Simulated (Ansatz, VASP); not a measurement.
**Ag: VASP beside Ansatz**

```
CELL_PARAMETERS angstrom
2.60219 0.00000 0.00000
0.00000 2.60219 0.00000
0.00000 0.00000 2.60219
ATOMIC_POSITIONS crystal
Ag 0.00000 0.00000 0.00000
```

Alike in both runs: task single point; functional r2SCAN; k mesh 13 × 13 × 13; occupations fermi-dirac, width 0.1 eV; no spin polarisation.

|  | VASP | Ansatz |
| --- | --- | --- |
| version | VASP 6.6.1 | Ansatz 0.2.0 |
| potentials or method | VASP PAW PBE potentials, release 64 (Ag), cutoff 520 eV | plane waves (500 eV) with PAW, scalar-relativistic |
| valence electrons in the cell | 11 | 19 |

```tsv
	VASP	Ansatz	Ansatz less VASP
pressure (GPa)	14.9	14.5	-0.40
```

VASP's potentials were made for PBE, not for r2SCAN. VASP's potentials hold 11 valence electrons a cell and Ansatz's 19, so a difference there can come from the potentials and not from the codes.
